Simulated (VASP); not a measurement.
# Na (I4/mmm) in VASP: single point with PBE

Aim: the single point of Na with PBE.

Everything below comes from runs of VASP 6.6.1. Logs are shortened: lines on timing, memory, paths and dates and some standing lists are left out, and cuts for length are marked.

## Step 1: The cell of the first run

The structure is tetragonal, space group I4/mmm (No. 139). Conventional cell: a = 3.777 Å, b = 3.777 Å, c = 5.275 Å, α = 90.00°, β = 90.00°, γ = 90.00°. Na (site symmetry 4/mmm) has 12 Na at 3.75 to 3.78 Å within 4.9 Å.

## Step 2: Single point, PBE

INCAR

```
SYSTEM = Na
PREC = Accurate
ENCUT = 520
EDIFF = 1E-6
ISMEAR = 0
SIGMA = 0.05
LREAL = .False.
LASPH = .True.
NELM = 80
ALGO = Normal
ISIF = 2
LWAVE = .False.
LCHARG = .True.
GGA = PE
LELF = .True.
LVHAR = .True.
NBANDS = 10
```

KPOINTS

```
Automatic mesh
0
Gamma
  14 14 14
  0 0 0
```

POSCAR

```
Na
1.0
   -1.8882910800      1.8882910800      2.6372766800
    1.8882910800     -1.8882910800      2.6372766800
    1.8882910800      1.8882910800     -2.6372766800
Na
1
Direct
    0.0000000000      0.0000000000      0.0000000000
```

Potentials or basis: VASP PAW PBE potentials, release 64 (Na_pv).

Command:

```
> cat potpaw_PBE.64/Na_pv/POTCAR > POTCAR
> mpirun -np 1 vasp_std > vasp.out
```

OUTCAR:

```text
SYSTEM = Na
   PREC = Accurate
   ENCUT = 520
   EDIFF = 1E-6
   ISMEAR = 0
   LREAL = .False.
   LASPH = .True.
   NELM = 80
   ISIF = 2
   GGA = PE

 ion  position               nearest neighbor table
   1  0.000  0.000  0.000-

  LATTYP: Found a body centered tetragonal cell.
 ALAT       =     3.7765821600
 C/A-ratio  =     1.3966473220

  Lattice vectors:

 A1 = (  -1.8882910800,   1.8882910800,   2.6372766800)
 A2 = (   1.8882910800,  -1.8882910800,   2.6372766800)
 A3 = (   1.8882910800,   1.8882910800,  -2.6372766800)

Analysis of symmetry for initial positions (statically):
=====================================================================
 Subroutine PRICEL returns:
 Original cell was already a primitive cell.

 Routine SETGRP: Setting up the symmetry group for a
 body centered tetragonal supercell.

 Subroutine GETGRP returns: Found 16 space group operations
 (whereof 16 operations were pure point group operations)
 out of a pool of 16 trial point group operations.

The static configuration has the point symmetry D_4h.

Analysis of symmetry for dynamics (positions and initial velocities):
=====================================================================
 Subroutine PRICEL returns:
 Original cell was already a primitive cell.

 Routine SETGRP: Setting up the symmetry group for a
 body centered tetragonal supercell.

 Subroutine GETGRP returns: Found 16 space group operations
 (whereof 16 operations were pure point group operations)
 out of a pool of 16 trial point group operations.

The dynamic configuration has the point symmetry D_4h.

 Subroutine INISYM returns: Found 16 space group operations
 (whereof 16 operations are pure point group operations),
 and found     1 'primitive' translations

----------------------------------------------------------------------------------------

                                     Primitive cell

  volume of cell :      37.6144

  direct lattice vectors                    reciprocal lattice vectors
    -1.888291080  1.888291080  2.637276680     0.000000000  0.264789685  0.189589512
     1.888291080 -1.888291080  2.637276680     0.264789685  0.000000000  0.189589512
     1.888291080  1.888291080 -2.637276680     0.264789685  0.264789685  0.000000000

  length of vectors
     3.753200593  3.753200593  3.753200593     0.325665105  0.325665105  0.374469164

  position of ions in fractional coordinates (direct lattice)
     0.000000000  0.000000000  0.000000000

[... 74 lines left out ...]
   NELM   =     80;   NELMIN=  2; NELMDL= -5     # of ELM steps
   EDIFF  = 0.1E-05   stopping-criterion for ELM
   LREAL  =      F    real-space projection
   EDIFFG = 0.1E-04   stopping-criterion for IOM
   NSW    =      0    number of steps for IOM
   IBRION =     -1    ionic relax: 0-MD 1-quasi-New 2-CG
   NFREE  =      0    steps in history (QN), initial steepest desc. (CG)
   ISIF   =      2    stress and relaxation
   ISYM   =      2    0-nonsym 1-usesym 2-fastsym
   POTIM  = 0.5000    time-step for ionic-motion
   TEBEG  =    0.0;   TEEND  =   0.0 temperature during run
   PSTRESS=    0.0 pullay stress
   NELECT =       7.0000    total number of electrons
   NUPDOWN=      -1.0000    fix difference up-down
   EMIN   =  10.00;   EMAX   =-10.00  energy-range for DOS
   EFERMI =   0.00;   METHOD = LEGACY
   ISMEAR =     0;   SIGMA  =   0.05  broadening in eV -4-tet -1-fermi 0-gaus
   EFERMI_NEDOS =   21; number of points for ismear=-14 and -15
   IALGO  =     38    algorithm
   IMIX   =      4    mixing-type and parameters
     AMIX     =   0.40;   BMIX     =  1.00
     AMIX_MAG =   1.60;   BMIX_MAG =  1.00
  volume/ion in A,a.u.               =      37.61       253.83
  Fermi-wavevector in a.u.,A,eV,Ry     =   0.934666  1.766262 11.886050  0.873600
  Thomas-Fermi vector in A             =   2.061494
   LORBIT       =      0    0 simple, 1 ext, 2 COOP (PROOUT), +10 PAW based schemes
   GGA     = PE    functional components
   LHFCALC =     F    Hartree Fock is set to
   AEXX    =    0.0000 exact exchange contribution
   IVDW    =     0    specifies the selected vdW correction
   LEPSILON=     F    determine dielectric tensor
   LRPA    =     F    only Hartree local field effects (RPA)
 non-spin polarized calculation
 Gauss-broadening in eV      SIGMA  =   0.05
  energy-cutoff  :      520.00
  volume of cell :       37.61
 maximum number of plane-waves:      1026
   NGX = 13   NGY = 13   NGZ = 13

 number of electron       6.9999993 magnetization

 Free energy of the ion-electron system (eV)
  ---------------------------------------------------
  ext. energy  EPLUGINS =         0.00000000
  ---------------------------------------------------
  free energy    TOTEN  =        -1.31310075 eV

  energy without entropy =       -1.31261624  energy(sigma->0) =       -1.31285850

 E-fermi :   0.2702     XC(G=0):  -6.4641

 val. band max:        0.2387119450   @ k =  -0.3571  -0.3571   0.2143
 cond. band min:       0.2790404012   @ k =  -0.2857   0.4286   0.0714
 fundamental gap:      0.0403284562
 Fermi energy:         0.2701932991

 k-point     1 :       0.0000    0.0000    0.0000
  band No.  band energies     occupation
      1     -24.6214      2.00000
      2     -24.6214      2.00000
      3     -24.6213      2.00000
      4      -2.9613      2.00000
      5      11.2801      0.00000
      6      11.2801      0.00000
      7      11.3231      0.00000
      8      12.3824      0.00000
      9      12.8244      0.00000
     10      12.8251      0.00000
[... 287 lines left out ...]
 k-point    24 :       0.2857    0.1429    0.0000
  band No.  band energies     occupation
      1     -24.6456      2.00000
      2     -24.6298      2.00000
      3     -24.6247      2.00000
      4      -0.8630      2.00000
      5       4.2410      0.00000
      6       7.2026      0.00000
      7      10.4298      0.00000
      8      11.3812      0.00000
      9      12.5083      0.00000
     10      13.5725      0.00000

 [... further k-points ...]
[... 5 lines left out ...]
  --------------------------------------------------------------------------------------
  -------------------------------------------------------------------------------------
  Total       -0.0400928     -0.0400928     -0.0305905      0.0000000     -0.0000000      0.0000000
  in kB       -1.7077467     -1.7077467     -1.3029990      0.0000000     -0.0000000      0.0000000
  external PRESSURE =      -1.5728308 kB  Pullay stress =       0.0000000 kB

 VOLUME and BASIS-vectors are now :
 -----------------------------------------------------------------------------
  energy-cutoff  :      520.00
  volume of cell :       37.61
      direct lattice vectors                 reciprocal lattice vectors
    -1.888291080  1.888291080  2.637276680     0.000000000  0.264789685  0.189589512
     1.888291080 -1.888291080  2.637276680     0.264789685  0.000000000  0.189589512
     1.888291080  1.888291080 -2.637276680     0.264789685  0.264789685  0.000000000

 POSITION                                       TOTAL-FORCE (eV/Angst)
 -----------------------------------------------------------------------------------
      0.00000      0.00000      0.00000        -0.000000      0.000000     -0.000000
 -----------------------------------------------------------------------------------
    total drift:                               -0.000000     -0.000000     -0.000000

  FREE ENERGIE OF THE ION-ELECTRON SYSTEM (eV)
  ---------------------------------------------------
  free  energy   TOTEN  =        -1.3131007523 eV

  energy  without entropy=       -1.3126162425  energy(sigma->0) =       -1.31285850
```

OSZICAR:

```text
N       E                     dE             d eps       ncg     rms          rms(c)
DAV:   1     0.281931515431E+02    0.28193E+02   -0.37679E+03  4898   0.584E+02
DAV:   2    -0.681023024897E+00   -0.28874E+02   -0.28741E+02  5036   0.149E+02
DAV:   3    -0.130858322536E+01   -0.62756E+00   -0.62692E+00  5948   0.237E+01
DAV:   4    -0.131372980919E+01   -0.51466E-02   -0.51461E-02  5726   0.213E+00
DAV:   5    -0.131380303377E+01   -0.73225E-04   -0.73224E-04  5636   0.254E-01    0.202E-01
DAV:   6    -0.131340573179E+01    0.39730E-03   -0.46436E-04  5734   0.259E-01    0.136E-01
DAV:   7    -0.131310780612E+01    0.29793E-03   -0.95319E-04  5488   0.309E-01    0.156E-02
DAV:   8    -0.131310046533E+01    0.73408E-05   -0.44022E-05  5974   0.110E-01    0.254E-03
DAV:   9    -0.131310075231E+01   -0.28698E-06   -0.22915E-07  3526   0.507E-03
   1 F= -.13131008E+01 E0= -.13128585E+01  d E =-.484510E-03
```

stdout:

```text
POSCAR found type information on POSCAR Na
 POSCAR found :  1 types and       1 ions
 scaLAPACK will be used
 LDA part: xc-table for (Slater+PW92), standard interpolation
 POSCAR, INCAR and KPOINTS ok, starting setup
 FFT: planning ... GRIDC
 FFT: planning ... GRID_SOFT
 FFT: planning ... GRID
 WAVECAR not read
 entering main loop
```

Wall time 34 s (1 thread of Intel Xeon Platinum 8375C at 2.90GHz (Ice Lake), shared host); peak memory 0.2 GiB.

Results:

| Item | Value |
| --- | --- |
| Free energy | -1.3131 eV |
| Pressure | -0.2 GPa |

Levels at points of the mesh, in eV from the Fermi level:
| k point | band 2 | band 3 | band 4 | band 5 | band 6 | band 7 |
| --- | --- | --- | --- | --- | --- | --- |
| (0.00, 0.00, 0.00) | -24.89 | -24.89 | -3.23 | 11.01 | 11.01 | 11.05 |
| (0.50, 0.00, 0.00) | -24.90 | -24.90 | 0.57 | 0.96 | 9.98 | 10.15 |
| (0.50, 0.50, 0.00) | -24.90 | -24.90 | 1.73 | 2.27 | 6.28 | 7.13 |
| (0.50, 0.50, 0.50) | -24.90 | -24.90 | 1.86 | 2.39 | 6.17 | 7.00 |
